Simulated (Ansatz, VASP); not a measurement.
BaO3: VASP beside Ansatz

File INCAR:

```
PREC     = Accurate       # precision mode
ENCUT    = 600            # plane-wave cutoff, eV
EDIFF    = 1E-6           # SCF threshold, eV
ISMEAR   = 0              # smearing method
SIGMA    = 0.1            # smearing width, eV
LREAL    = F              # projectors in reciprocal space
LASPH    = T              # aspherical terms in the spheres
NELM     = 150            # most SCF steps
ALGO     = Normal         # electronic algorithm
ISIF     = 3              # what is computed and relaxed
LWAVE    = F              # write WAVECAR
LCHARG   = F              # write CHGCAR
ISPIN    = 2              # spin polarisation
MAGMOM   = 0 0.37 0.37 0  # initial moments
LORBIT   = 11             # projections on sites
GGA      = PE             # functional
IBRION   = 2              # ionic algorithm
NSW      = 90             # ionic steps
EDIFFG   = -0.04          # ionic threshold
```

KPOINTS

```
regular mesh
0
Gamma
  4 4 4
```

The input POSCAR:

```
BaO3
1.0
    2.8572455849     -3.0545188152      0.0000000000
    2.8572455849      3.0545188152      0.0000000000
    0.0000000000      0.0000000000      4.3799306118
Ba O
1 3
Direct
    0.0000000000      0.0000000000      0.5000000000
    0.5000000000      0.5000000000      0.3462646185
    0.5000000000      0.5000000000      0.6537353815
    0.0000000000      0.0000000000      0.0000000000
```

Input for Ansatz:

```yaml
crystal:
  lattice:
    - [2.8572455849, -3.0545188152, 0.0]
    - [2.8572455849, 3.0545188152, 0.0]
    - [0.0, 0.0, 4.3799306118]
  atoms:
    - { symbol: Ba, position: [0.0, 0.0, 0.5] }
    - { symbol: O, position: [0.5, 0.5, 0.3462646185], spin: 0.37 }
    - { symbol: O, position: [0.5, 0.5, 0.6537353815], spin: 0.37 }
    - { symbol: O, position: [0.0, 0.0, 0.0] }
basis:
  ecutwfc: 420
kpoints:
  mp_grid: { grid: [4, 4, 4] }
hamiltonian:
  xc: pbe
scf:
  occupations: { method: gaussian, width: 0.1 }
  lower_state_search: "off"
output:
  forces: true
  stress: true
  eigenvalues: true
  populations: true
magnetization:
  spin_polarized: true
relax:
  adjacent_minimum: "off"
  f_tol: 0.04
  max_steps: 70
  cell: { stress_tol: 0.4 }
```

Change from the starting cell: species swapped into the BeFe3 type (Cmmm, No. 65).

Alike in both runs: task relaxation of cell and atoms; functional PBE; k mesh 4 × 4 × 4; occupations gaussian, width 0.1 eV; collinear spin.

|  | VASP | Ansatz |
| --- | --- | --- |
| version | VASP 6.6.1 | Ansatz 0.2.0 |
| potentials or method | VASP PAW PBE potentials, release 64 (Ba_sv, O), cutoff 600 eV | scalar-relativistic, plane waves, PAW |
| valence electrons in the cell | 28 | 28 |

|  | VASP | Ansatz | Ansatz less VASP |
| --- | --- | --- | --- |
| gap on the k mesh at the Fermi level, each at its own relaxed structure (eV) | none | none | - |
| net moment per atom (μB) | 0.38 | 0.38 | 0.000 |
| size of the moment on the site where the two differ most (μB) | 0.53 | 0.42 | -0.110 |
| relaxed volume (Å³/atom) | 21.86 | 21.99 | +0.129 |
| relaxed length of the cell vector where the two differ most in proportion (Å) | 4.679 | 4.558 | -0.1217 |

Site moments also hang on the region over which each program counts them. A gap of «none» marks a metal or a gap that the smearing closes.

The k mesh is coarse, so the values compare programs but aren't converged. Spin-orbit coupling is off throughout.
